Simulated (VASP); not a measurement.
Input of a VASP 6.6.1 run:

The input INCAR:

```
SYSTEM = Cs
PREC = Accurate ; ENCUT = 600
EDIFF = 1E-7 ; ISMEAR = -1
SIGMA = 0.1 ; LREAL = .False.
LASPH = .True. ; NELM = 100
ALGO = Normal ; ISIF = 3
LWAVE = .False. ; LCHARG = .False.
GGA = B5 ; ALDAX = 1.0
AGGAX = 1.0 ; AGGAC = 1.0
ALDAC = 0.0 ; IBRION = 2
NSW = 80 ; EDIFFG = -0.01
```

File KPOINTS:

```
Automatic mesh
0
Gamma
  8 8 8
  0 0 0
```

The input POSCAR:

```
Cs
1.0
   -3.0225000000      3.0225000000      3.0225000000
    3.0225000000     -3.0225000000      3.0225000000
    3.0225000000      3.0225000000     -3.0225000000
Cs
1
Direct
    0.0000000000      0.0000000000      0.0000000000
```

Potentials or basis: VASP PAW PBE potentials, release 64 (Cs_sv).

Launch:

```sh
$ cat potpaw_PBE.64/Cs_sv/POTCAR > POTCAR
$ mpirun -np 1 vasp_std > vasp.out
```

(1) What does it give for the relaxed cell?

(2) Predict the band gap on the k mesh.

(3) Predict the space group after relaxing (to 0.1 Å).

Answers

(1) a = 5.453 Å, b = 5.453 Å, c = 5.453 Å, α = 109.47°, β = 109.47°, γ = 109.47°.

(2) zero (an odd number of electrons rules out a gap without spin polarisation).

(3) Im-3m (No. 229).

Caveat: spin-orbit coupling is left out, which moves the levels of the heavy elements.
